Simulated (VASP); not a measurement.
# CdSb2O4 (Pbam) in VASP: single point with PBE

Aim: the single point of CdSb2O4 with PBE.

Program: VASP 6.6.1. These are calculated values, not measurements. Logs are shortened: lines on timing, memory, paths and dates and some standing lists are left out, and cuts for length are marked.

**1. The cell of the first run**

The structure is orthorhombic, space group Pbam (No. 55). Conventional cell: a = 7.165 Å, b = 10.050 Å, c = 3.394 Å, α = 90.00°, β = 90.00°, γ = 90.00°. Cd (site symmetry 2/m) has 6 O at 2.32 to 2.37 Å within 3.1 Å. Sb (site symmetry m) has 4 O at 2.08 to 2.18 Å within 2.8 Å. Within 2.9 Å of O (site symmetry m) lie 2 Sb at 2.08 Å and 1 Cd at 2.37 Å and 4 O at 2.77 to 2.82 Å. O (site symmetry m) has 2 Sb at 2.16 to 2.18 Å and 2 Cd at 2.32 Å and 4 O at 2.77 to 2.82 Å within 2.9 Å.

**2. Single point, PBE**

File INCAR:

```
PREC = Accurate ; ENCUT = 520
EDIFF = 1E-6 ; ISMEAR = 0
SIGMA = 0.02 ; LREAL = F
LASPH = T ; NELM = 80
ALGO = Normal ; ISIF = 2
LWAVE = F ; LCHARG = F
GGA = PE ; NBANDS = 59
```

File KPOINTS:

```
regular mesh
0
Gamma
  4 4 8
```

File POSCAR:

```
CdSb2O4
1.0
    7.1649464471      0.0000000000      0.0000000000
    0.0000000000     10.0504392688      0.0000000000
    0.0000000000      0.0000000000      3.3944286956
Cd Sb O
2 4 8
Direct
    0.5000000000      0.5000000000      0.0000000000
    0.0000000000      0.0000000000      0.0000000000
    0.1126959331      0.7059977512      0.5000000000
    0.8873040669      0.2940022488      0.5000000000
    0.6126959331      0.7940022488      0.5000000000
    0.3873040669      0.2059977512      0.5000000000
    0.6960031115      0.6900918735      0.0000000000
    0.3039968885      0.3099081265      0.0000000000
    0.6012632216      0.3608581379      0.5000000000
    0.3987367784      0.6391418621      0.5000000000
    0.1960031115      0.8099081265      0.0000000000
    0.8039968885      0.1900918735      0.0000000000
    0.8987367784      0.8608581379      0.5000000000
    0.1012632216      0.1391418621      0.5000000000
```

Potentials or basis: VASP PAW PBE potentials, release 64 (Cd, Sb, O).

On the command line:

```console
$ cat potpaw_PBE.64/Cd/POTCAR potpaw_PBE.64/Sb/POTCAR potpaw_PBE.64/O/POTCAR > POTCAR
$ mpirun -np 1 vasp_std > vasp.out
```

OUTCAR:

```text
PREC = Accurate
   ENCUT = 520
   EDIFF = 1E-6
   ISMEAR = 0
   LREAL = F
   LASPH = T
   NELM = 80
   ISIF = 2
   GGA = PE

 ion  position               nearest neighbor table
   1  0.500  0.500  0.000-   9 2.32  10 2.32   9 2.32  10 2.32   7 2.37   8 2.37   5 3.50   6 3.50
                             5 3.50   6 3.50
   2  0.000  0.000  0.000-  13 2.32  14 2.32  13 2.32  14 2.32  11 2.37  12 2.37   3 3.50   4 3.50
                             3 3.50   4 3.50
   3  0.113  0.706  0.500-  11 2.08  11 2.08  10 2.16  13 2.18   2 3.50   2 3.50   5 3.69   5 3.69

   4  0.887  0.294  0.500-  12 2.08  12 2.08   9 2.16  14 2.18   2 3.50   2 3.50   6 3.69   6 3.69

   5  0.613  0.794  0.500-   7 2.08   7 2.08  13 2.16  10 2.18   1 3.50   1 3.50   3 3.69   3 3.69

   6  0.387  0.206  0.500-   8 2.08   8 2.08  14 2.16   9 2.18   1 3.50   1 3.50   4 3.69   4 3.69

   7  0.696  0.690  0.000-   5 2.08   5 2.08   1 2.37
   8  0.304  0.310  0.000-   6 2.08   6 2.08   1 2.37
   9  0.601  0.361  0.500-   4 2.16   6 2.18   1 2.32   1 2.32
  10  0.399  0.639  0.500-   3 2.16   5 2.18   1 2.32   1 2.32
  11  0.196  0.810  0.000-   3 2.08   3 2.08   2 2.37
  12  0.804  0.190  0.000-   4 2.08   4 2.08   2 2.37
  13  0.899  0.861  0.500-   5 2.16   3 2.18   2 2.32   2 2.32
  14  0.101  0.139  0.500-   6 2.16   4 2.18   2 2.32   2 2.32

  LATTYP: Found a simple orthorhombic cell.
 ALAT       =     3.3944286956
 B/A-ratio  =     2.1107959806
 C/A-ratio  =     2.9608632763

  Lattice vectors:

 A1 = (   0.0000000000,   0.0000000000,   3.3944286956)
 A2 = (   7.1649464471,   0.0000000000,   0.0000000000)
 A3 = (   0.0000000000,  10.0504392688,   0.0000000000)

Analysis of symmetry for initial positions (statically):
=====================================================================
 Subroutine PRICEL returns:
 Original cell was already a primitive cell.

 Routine SETGRP: Setting up the symmetry group for a
 simple orthorhombic supercell.

 Subroutine GETGRP returns: Found  8 space group operations
 (whereof  4 operations were pure point group operations)
 out of a pool of  8 trial point group operations.

The static configuration has the point symmetry C_2h.
 The point group associated with its full space group is D_2h.

Analysis of symmetry for dynamics (positions and initial velocities):
=====================================================================
 Subroutine PRICEL returns:
 Original cell was already a primitive cell.

 Routine SETGRP: Setting up the symmetry group for a
 simple orthorhombic supercell.

 Subroutine GETGRP returns: Found  8 space group operations
 (whereof  4 operations were pure point group operations)
 out of a pool of  8 trial point group operations.

The dynamic configuration has the point symmetry C_2h.
 The point group associated with its full space group is D_2h.

 Subroutine INISYM returns: Found  8 space group operations
 (whereof  4 operations are pure point group operations),
 and found     1 'primitive' translations

----------------------------------------------------------------------------------------

                                     Primitive cell

  volume of cell :     244.4357

  direct lattice vectors                    reciprocal lattice vectors
     7.164946447  0.000000000  0.000000000     0.139568384  0.000000000  0.000000000
     0.000000000 10.050439269  0.000000000     0.000000000  0.099498139  0.000000000
     0.000000000  0.000000000  3.394428696     0.000000000  0.000000000  0.294600385

  length of vectors
     7.164946447 10.050439269  3.394428696     0.139568384  0.099498139  0.294600385

  position of ions in fractional coordinates (direct lattice)
     0.500000000  0.500000000  0.000000000
     0.000000000  0.000000000  0.000000000
     0.112695933  0.705997751  0.500000000
     0.887304067  0.294002249  0.500000000
     0.612695933  0.794002249  0.500000000
     0.387304067  0.205997751  0.500000000
     0.696003111  0.690091874  0.000000000
     0.303996889  0.309908126  0.000000000
     0.601263222  0.360858138  0.500000000
     0.398736778  0.639141862  0.500000000
     0.196003111  0.809908126  0.000000000
     0.803996889  0.190091874  0.000000000
     0.898736778  0.860858138  0.500000000
     0.101263222  0.139141862  0.500000000

  ion indices of the primitive-cell ions
   primitive index   ion index
                 1           1
                 2           2
                 3           3
                 4           4
                 5           5
                 6           6
                 7           7
                 8           8
                 9           9
                10          10
                11          11
                12          12
                13          13
                14          14

----------------------------------------------------------------------------------------

 KPOINTS: regular mesh

Automatic generation of k-mesh.
 Grid dimensions read from file:
 generate k-points for:    4    4    8

 Generating k-lattice:

  Cartesian coordinates                     Fractional coordinates (reciprocal lattice)
     0.034892096  0.000000000  0.000000000     0.250000000  0.000000000  0.000000000
     0.000000000  0.024874535  0.000000000     0.000000000  0.250000000  0.000000000
     0.000000000  0.000000000  0.036825048     0.000000000  0.000000000  0.125000000

  Length of vectors
     0.034892096  0.024874535  0.036825048

  Shift w.r.t. Gamma in fractional coordinates (k-lattice)
     0.000000000  0.000000000  0.000000000

 Subroutine IBZKPT returns following result:
 ===========================================

 Found     45 irreducible k-points:

 Following reciprocal coordinates:
            Coordinates               Weight
  0.000000  0.000000  0.000000      1.000000
  0.250000  0.000000  0.000000      2.000000
  0.500000  0.000000  0.000000      1.000000
  0.000000  0.250000  0.000000      2.000000
  0.250000  0.250000  0.000000      4.000000
  0.500000  0.250000  0.000000      2.000000
[... 16 lines left out ...]
  0.250000  0.250000  0.250000      8.000000
  0.500000  0.250000  0.250000      4.000000
 [... further k-points ...]
   k-points           NKPTS =     45   k-points in BZ     NKDIM =     45   number of bands    NBANDS=     59
   number of dos      NEDOS =    301   number of ions     NIONS =     14
   total plane-waves  NPLWV = 120960
   dimension x,y,z NGX =    54 NGY =   80 NGZ =   28
   dimension x,y,z NGXF=   108 NGYF=  160 NGZF=   56
   ions per type =               2   4   8
   NGX,Y,Z   is equivalent  to a cutoff of  12.53, 13.23, 13.71 a.u.
   NGXF,Y,Z  is equivalent  to a cutoff of  25.06, 26.47, 27.43 a.u.
 SYSTEM =  unknown system
   PREC   = accura    normal or accurate (medium, high low for compatibility)
   ISTART =      0    job   : 0-new  1-cont  2-samecut
   ICHARG =      2    charge: 1-file 2-atom 10-const
   ISPIN  =      1    spin polarized calculation?
   LNONCOLLINEAR =      F non collinear calculations
   LSORBIT =      F    spin-orbit coupling
   LASPH  =      T    aspherical Exc in radial PAW
   ENCUT  =  520.0 eV  38.22 Ry    6.18 a.u.  13.32 18.69  6.31*2*pi/ulx,y,z
   NELM   =     80;   NELMIN=  2; NELMDL= -5     # of ELM steps
   EDIFF  = 0.1E-05   stopping-criterion for ELM
   LREAL  =      F    real-space projection
   EDIFFG = 0.1E-04   stopping-criterion for IOM
   NSW    =      0    number of steps for IOM
   IBRION =     -1    ionic relax: 0-MD 1-quasi-New 2-CG
   NFREE  =      0    steps in history (QN), initial steepest desc. (CG)
   ISIF   =      2    stress and relaxation
   ISYM   =      2    0-nonsym 1-usesym 2-fastsym
   POTIM  = 0.5000    time-step for ionic-motion
   TEBEG  =    0.0;   TEEND  =   0.0 temperature during run
   PSTRESS=    0.0 pullay stress
   NELECT =      92.0000    total number of electrons
   NUPDOWN=      -1.0000    fix difference up-down
   EMIN   =  10.00;   EMAX   =-10.00  energy-range for DOS
   EFERMI =   0.00;   METHOD = LEGACY
   ISMEAR =     0;   SIGMA  =   0.02  broadening in eV -4-tet -1-fermi 0-gaus
   EFERMI_NEDOS =   21; number of points for ismear=-14 and -15
   IALGO  =     38    algorithm
   IMIX   =      4    mixing-type and parameters
     AMIX     =   0.40;   BMIX     =  1.00
     AMIX_MAG =   1.60;   BMIX_MAG =  1.00
  volume/ion in A,a.u.               =      17.46       117.82
  Fermi-wavevector in a.u.,A,eV,Ry     =   1.181996  2.233648 19.008886  1.397114
  Thomas-Fermi vector in A             =   2.318258
   LORBIT       =      0    0 simple, 1 ext, 2 COOP (PROOUT), +10 PAW based schemes
   GGA     = PE    functional components
   LHFCALC =     F    Hartree Fock is set to
   AEXX    =    0.0000 exact exchange contribution
   IVDW    =     0    specifies the selected vdW correction
   LEPSILON=     F    determine dielectric tensor
   LRPA    =     F    only Hartree local field effects (RPA)
 non-spin polarized calculation
 Gauss-broadening in eV      SIGMA  =   0.02
  energy-cutoff  :      520.00
  volume of cell :      244.44
 maximum number of plane-waves:      6634
 NGX is ok and might be reduce to    54
   NGX = 27   NGY = 37   NGZ = 13

 number of electron      91.9999991 magnetization

 Free energy of the ion-electron system (eV)
  ---------------------------------------------------
  ext. energy  EPLUGINS =         0.00000000
  ---------------------------------------------------
  free energy    TOTEN  =       -74.62836456 eV

  energy without entropy =      -74.62836456  energy(sigma->0) =      -74.62836456

 E-fermi :   3.3095     XC(G=0):  -9.5099

 val. band max:        3.2072794477   @ k =   0.0000   0.0000   0.2500
 cond. band min:       5.4821271343   @ k =   0.5000   0.0000   0.0000
 fundamental gap:      2.2748476866
 Fermi energy:         3.3095128335

 k-point     1 :       0.0000    0.0000    0.0000
  band No.  band energies     occupation
      1     -15.4828      2.00000
      2     -15.3784      2.00000
      3     -14.7964      2.00000
      4     -14.7605      2.00000
      5     -14.1316      2.00000
      6     -13.9311      2.00000
[... 50 lines left out ...]
     57       9.6423      0.00000
     58       9.8987      0.00000

 k-point     2 :       0.2500    0.0000    0.0000
  band No.  band energies     occupation
      1     -15.4144      2.00000
      2     -15.3144      2.00000
      3     -14.9597      2.00000
      4     -14.9018      2.00000
      5     -13.9585      2.00000
      6     -13.7939      2.00000
[... 50 lines left out ...]
     57       9.7237      0.00000
     58       9.9994      0.00000

 k-point     3 :       0.5000    0.0000    0.0000
  band No.  band energies     occupation
      1     -15.2231      2.00000
      2     -15.2231      2.00000
      3     -15.1372      2.00000
      4     -15.1372      2.00000
      5     -13.6868      2.00000
      6     -13.6868      2.00000
[... 1216 lines left out ...]
      3     -14.6557      2.00000
      4     -14.6234      2.00000
      5     -13.8868      2.00000
      6     -13.8326      2.00000
[... 50 lines left out ...]
     57       8.8518      0.00000
     58       9.1947      0.00000

 k-point    24 :       0.5000    0.2500    0.2500
  band No.  band energies     occupation
      1     -14.8748      2.00000
      2     -14.8748      2.00000
      3     -14.8093      2.00000
      4     -14.8093      2.00000
      5     -13.7216      2.00000
      6     -13.7216      2.00000
[... 50 lines left out ...]
     57       9.1755      0.00000
     58       9.1755      0.00000

 [... further k-points ...]

 [bands above 58 left out]

------------------------ aborting loop because EDIFF is reached ----------------------------------------

  FORCE on cell =-STRESS in cart. coord.  units (eV):
  Direction    XX          YY          ZZ          XY          YZ          ZX
  --------------------------------------------------------------------------------------
  -------------------------------------------------------------------------------------
  Total       -0.4094848      0.2741637      0.0173483     -0.0000000      0.0000000      0.0000000
  in kB       -2.6840072      1.7970319      0.1137108     -0.0000000      0.0000000      0.0000000
  external PRESSURE =      -0.2577548 kB  Pullay stress =       0.0000000 kB

 VOLUME and BASIS-vectors are now :
 -----------------------------------------------------------------------------
  energy-cutoff  :      520.00
  volume of cell :      244.44
      direct lattice vectors                 reciprocal lattice vectors
     7.164946447  0.000000000  0.000000000     0.139568384  0.000000000  0.000000000
     0.000000000 10.050439269  0.000000000     0.000000000  0.099498139  0.000000000
     0.000000000  0.000000000  3.394428696     0.000000000  0.000000000  0.294600385

 POSITION                                       TOTAL-FORCE (eV/Angst)
 -----------------------------------------------------------------------------------
      3.58247      5.02522      0.00000         0.000000      0.000000      0.000000
      0.00000      0.00000      0.00000         0.000000      0.000000      0.000000
      0.80746      7.09559      1.69721        -0.006932     -0.028488      0.000000
      6.35749      2.95485      1.69721         0.006932      0.028488      0.000000
      4.38993      7.98007      1.69721        -0.006932      0.028488      0.000000
      2.77501      2.07037      1.69721         0.006932     -0.028488      0.000000
      4.98683      6.93573      0.00000         0.027700      0.020553      0.000000
      2.17812      3.11471      0.00000        -0.027700     -0.020553      0.000000
      4.30802      3.62678      1.69721         0.024133     -0.098294      0.000000
      2.85693      6.42366      1.69721        -0.024133      0.098294     -0.000000
      1.40435      8.13993      0.00000         0.027700     -0.020553      0.000000
      5.76059      1.91051      0.00000        -0.027700      0.020553      0.000000
      6.43940      8.65200      1.69721        -0.024133     -0.098294     -0.000000
      0.72555      1.39844      1.69721         0.024133      0.098294      0.000000
 -----------------------------------------------------------------------------------
    total drift:                                0.000000      0.000000      0.000000

  FREE ENERGIE OF THE ION-ELECTRON SYSTEM (eV)
  ---------------------------------------------------
  free  energy   TOTEN  =       -74.6283645567 eV

  energy  without entropy=      -74.6283645567  energy(sigma->0) =      -74.62836456
```

Wall time 6.7 min (1 thread of Intel Xeon 6975P-C (Granite Rapids), shared host); peak memory 0.68 GiB.

What came out:

* Free energy: -74.6284 eV
* Pressure: 0.0 GPa
* Largest force: 0.101 eV/Å
* Band gap on the k mesh: 2.27 eV (least direct gap 2.44 eV)

Forces on the atoms (eV/Å):
```
Cd   0.000  0.000  0.000
Cd   0.000  0.000  0.000
Sb  -0.007 -0.028  0.000
Sb   0.007  0.028  0.000
Sb  -0.007  0.028  0.000
Sb   0.007 -0.028  0.000
O    0.028  0.021  0.000
O   -0.028 -0.021  0.000
O    0.024 -0.098  0.000
O   -0.024  0.098  0.000
O    0.028 -0.021  0.000
O   -0.028  0.021  0.000
O   -0.024 -0.098  0.000
O    0.024  0.098  0.000
```

Stress tensor (GPa, compression positive):
```
-0.27  0.00  0.00
 0.00  0.18  0.00
 0.00  0.00  0.01
```

Caveat: spin-orbit coupling is left out, which moves the levels of the heavy elements. A k mesh can miss the band edges.
